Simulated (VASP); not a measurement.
**CoSi2: electric field gradients with PBEsol**

CoSi2:

```
CELL_PARAMETERS angstrom
0.00000 2.70933 2.68250
2.70933 0.00000 2.68250
2.70933 2.70933 0.00000
ATOMIC_POSITIONS crystal
Co 0.00000 0.00000 0.00000
Si 0.25000 0.25000 0.25000
Si 0.75000 0.75000 0.75000
```

This cell differs from its parent crystal: equal xx and yy strain of +1 %.

```
Program                : VASP 6.6.1
Task                   : electric field gradients
Functional             : PBEsol
Potentials or basis    : VASP PAW PBE potentials, release 64 (Co, Si)
Cutoff                 : 520 eV
k mesh                 : 11 × 11 × 11
Occupations            : fermi-dirac, width 0.05 eV
Spin                   : collinear spin, ferromagnetic start
Starting moments       : [2.0, 0.0, 0.0] μB
Dipole correction      : no
Further INCAR settings : ALGO = Normal; EDIFF = 1e-08; NBANDS = 20
```

```
Pressure                                              : -8.5 GPa
Net moment                                            : 0.00 μB per cell
Largest electric field gradient by atom               : Co -0.21; Si -0.28 V/Å²
Valence electrons inside the program's atomic spheres : Co 8.80; Si 1.57
```

Stress tensor (GPa, compression positive):
```
-8.85  0.00  0.00
 0.00 -8.85  0.00
 0.00  0.00 -7.91
```

Levels at points of the mesh, in eV from the Fermi level:
Spin up:
```tsv
k point	band 6	band 7	band 8	band 9	band 10	band 11	band 12	band 13
(0.00, 0.00, 0.00)	-1.80	0.55	3.25	3.38	3.38	3.38	3.38	3.50
```
Spin down:
```tsv
k point	band 5	band 6	band 7	band 8	band 9	band 10	band 11	band 12	band 13	band 14
(0.00, 0.00, 0.00)	-1.84	-1.80	0.55	3.25	3.38	3.38	3.38	3.38	3.50	5.45
```

Run time: 2.3 min on 1 thread of Intel(R) Xeon(R) Platinum 8488C (Sapphire Rapids), with other jobs on the host, peak memory 0.28 GiB.

Caveat: the cell differs from its parent crystal (equal xx and yy strain of +1 %); the cell stands under tension; the moments typed at the start vanished in this run; without QUAD_EFG the Cq values of the log hold for a quadrupole moment of 1 mb, not for the nuclei; the PAW data sets were made with another functional, which shifts forces and pressure a little.
